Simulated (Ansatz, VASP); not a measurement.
## Two plane-wave programs on GaSb3

Contents of INCAR:

```
SYSTEM = GaSb3
ALGO = Normal
EDIFF = 1E-7
ENCUT = 520
GGA = PS
ISIF = 2
ISMEAR = 0
LASPH = .True.
LCHARG = .False.
LREAL = .False.
LWAVE = .False.
NBANDS = 22
NELM = 100
PREC = Accurate
SIGMA = 0.15
```

Contents of KPOINTS:

```
k-points
0
Gamma
  10 10 10
  0 0 0
```

Contents of POSCAR:

```
GaSb3
1.0
    0.0000000000      3.5784657585      3.4839942625
    3.5784657585      0.0000000000      3.4839942625
    3.5784657585      3.5784657585      0.0000000000
Ga Sb
1 3
Direct
    0.0000000000      0.0000000000      0.0000000000
    0.2500000000      0.2500000000      0.2500000000
    0.7500000000      0.7500000000      0.7500000000
    0.5000000000      0.5000000000      0.5000000000
```

Input for Ansatz:

```yaml
crystal:
  lattice:
    - [0.0, 3.5784657585, 3.4839942625]
    - [3.5784657585, 0.0, 3.4839942625]
    - [3.5784657585, 3.5784657585, 0.0]
  atoms:
    - { symbol: Ga, position: [0.0, 0.0, 0.0] }
    - { symbol: Sb, position: [0.25, 0.25, 0.25] }
    - { symbol: Sb, position: [0.75, 0.75, 0.75] }
    - { symbol: Sb, position: [0.5, 0.5, 0.5] }
basis:
  ecutwfc: 420
kpoints:
  mp_grid: { grid: [10, 10, 10] }
hamiltonian:
  xc: pbesol
  pseudopotentials: { kind: paw, azcp: { folder: soft_1 } }
scf:
  occupations: { method: gaussian, width: 0.15 }
output:
  forces: true
  stress: true
  eigenvalues: true
```

Alike in both runs: task single point; functional PBEsol; k mesh 10 × 10 × 10; occupations gaussian, width 0.15 eV; no spin polarisation.

|  | VASP | Ansatz |
| --- | --- | --- |
| version | VASP 6.6.1 | Ansatz 0.2.0 |
| potentials or method | VASP PAW PBE potentials, release 64 (Ga_d, Sb), cutoff 520 eV | scalar-relativistic, plane waves, PAW |
| valence electrons in the cell | 28 | 58 |

|  | VASP | Ansatz | Ansatz less VASP |
| --- | --- | --- | --- |
| gap on the k mesh at the Fermi level (eV) | none | none | - |
| pressure (GPa) | 6.7 | 6.6 | -0.11 |
| traceless stress, the component that is largest in VASP (GPa) | 1.06 | 1.05 | -0.008 |

VASP's potentials were made for PBE, not for PBEsol, and Ansatz warns of the same on its side. A gap of «none» marks a metal or a gap that the smearing closes. VASP's potentials hold 28 valence electrons a cell and Ansatz's 58, so a difference there can come from the potentials and not from the codes.

Neither program's run includes spin-orbit coupling.
